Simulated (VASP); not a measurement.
Ni, 1 atom in the cell. Symmetry: Fm-3m, No. 225, cubic system. The conventional cell has a = 3.514 Å, b = 3.514 Å, c = 3.514 Å, α = 90.00°, β = 90.00°, γ = 90.00°. Within 3.3 Å of Ni (site symmetry m-3m) lie 12 Ni at 2.49 Å. 

| Property | Result |
| --- | --- |
| Program | VASP 6.6.1 |
| Task | single point |
| Functional | PBE |
| Potentials or basis | VASP PAW PBE potentials, release 64 (Ni) |
| Cutoff | 520 eV |
| k mesh | 15 × 15 × 15 |
| Occupations | gaussian, width 0.3 eV |
| Spin | no spin polarisation |
| Dipole correction | no |
| Further INCAR settings | ALGO = Normal; EDIFF = 1e-06; NBANDS = 11 |

Potentials or basis: VASP PAW PBE potentials, release 64 (Ni).

Launch:

```console
$ cat potpaw_PBE.64/Ni/POTCAR > POTCAR
$ mpirun -np 1 vasp_std > vasp.out
```

Hardware: 1 thread of AMD EPYC 7R13, on a shared host.

**Question.** How long does it take, and how much memory?

**Answer.** Wall time 32 s on 1 thread of AMD EPYC 7R13 (shared host), peak memory 0.1 GiB. Counts: scf iterations 12, k points 120.
